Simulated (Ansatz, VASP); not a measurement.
GeSbTe3: VASP beside Ansatz

INCAR

```
SYSTEM = GeSbTe3
PREC = Accurate
ENCUT = 500
EDIFF = 1E-6
ISMEAR = 0
SIGMA = 0.15
LREAL = .False.
LASPH = .True.
NELM = 120
ALGO = Normal
ISIF = 2
LWAVE = .False.
LCHARG = .False.
GGA = PE
NBANDS = 26
GGA_COMPAT = .False.
```

File KPOINTS:

```
regular mesh
0
Gamma
  12 12 12
  0 0 0
```

Contents of POSCAR:

```
GeSbTe3
1.0
    2.0151405988      1.1634419671     10.7125831353
   -2.0151405988      1.1634419671     10.7125831353
    0.0000000000     -2.3268839343     10.7125831353
Ge Sb Te
1 1 3
Direct
    0.5998296922      0.5998296922      0.5998296922
    0.3954376019      0.3954376019      0.3954376019
    0.9991310257      0.9991310257      0.9991310257
    0.7874280286      0.7874280286      0.7874280286
    0.2181746516      0.2181746516      0.2181746516
```

Input for Ansatz:

```yaml
crystal:
  lattice:
    - [2.0151405988, 1.1634419671, 10.7125831353]
    - [-2.0151405988, 1.1634419671, 10.7125831353]
    - [0.0, -2.3268839343, 10.7125831353]
  atoms:
    - { symbol: Ge, position: [0.5998296922, 0.5998296922, 0.5998296922] }
    - { symbol: Sb, position: [0.3954376019, 0.3954376019, 0.3954376019] }
    - { symbol: Te, position: [0.9991310257, 0.9991310257, 0.9991310257] }
    - { symbol: Te, position: [0.7874280286, 0.7874280286, 0.7874280286] }
    - { symbol: Te, position: [0.2181746516, 0.2181746516, 0.2181746516] }
basis:
  ecutwfc: 420
kpoints:
  mp_grid: { grid: [12, 12, 12] }
hamiltonian:
  xc: pbe
scf:
  occupations: { method: gaussian, width: 0.15 }
output:
  forces: true
  stress: true
  eigenvalues: true
```

Change from the starting cell: strain -0.030 along x and y, +0.030 along z, atoms carried along.

Alike in both runs: task single point; functional PBE; k mesh 12 × 12 × 12; occupations gaussian, width 0.15 eV; no spin polarisation.

|  | VASP | Ansatz |
| --- | --- | --- |
| version | VASP 6.6.1 | Ansatz 0.2.0 |
| potentials or method | VASP PAW PBE potentials, release 64 (Ge_d, Sb, Te), cutoff 500 eV | scalar-relativistic, plane waves, PAW |
| valence electrons in the cell | 37 | 77 |

```tsv
	VASP	Ansatz	Ansatz less VASP
gap on the k mesh at the Fermi level (eV)	none	none	-
pressure (GPa)	1.4	1.4	+0.01
traceless stress, the component that is largest in VASP (GPa)	-1.77	-1.79	-0.025
rms of the force components (eV/Å)	0.021	0.023	+0.0023
```

Atom by atom the forces differ by 0.008 eV/Å (rms over components). A gap of «none» marks a metal or a gap that the smearing closes. VASP's potentials hold 37 valence electrons a cell and Ansatz's 77, so a difference there can come from the potentials and not from the codes.

Neither program's run includes spin-orbit coupling.
